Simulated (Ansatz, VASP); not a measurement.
**One calculation of N, two programs**

```
N
1.0
     3.73787    0.00000    0.00000
    -1.86894    3.23709    0.00000
     0.00000    0.00000    6.06670
N
2
Direct
  0.33333 0.66667 0.25000
  0.66667 0.33333 0.75000
```

Change from the starting cell: strain +0.030 along x and y, +0.030 along z, atoms carried along.

Alike in both runs: task single point; functional LDA; k mesh 12 × 12 × 6; occupations gaussian, width 0.05 eV; collinear spin.

|  | VASP | Ansatz |
| --- | --- | --- |
| version | VASP 6.6.1 | Ansatz 0.2.0 |
| potentials or method | VASP PAW LDA potentials, release 64 (N), cutoff 520 eV | scalar-relativistic, plane waves, PAW |
| valence electrons in the cell | 10 | 10 |

|  | VASP | Ansatz | Ansatz less VASP |
| --- | --- | --- | --- |
| gap on the k mesh at the Fermi level (eV) | 2.33 | 2.46 | +0.129 |
| least direct gap on the mesh (eV) | 2.33 | 2.46 | +0.129 |
| pressure (GPa) | -0.4 | -0.3 | +0.07 |
| net moment per atom (μB) | 3.00 | 3.00 | 0.000 |
| size of the moment on the site where the two differ most (μB) | 1.92 | 2.91 | +0.981 |

LDA's correlation is that of Perdew and Zunger in VASP and of Perdew and Wang (1992) in Ansatz. Site moments also hang on the region over which each program counts them.
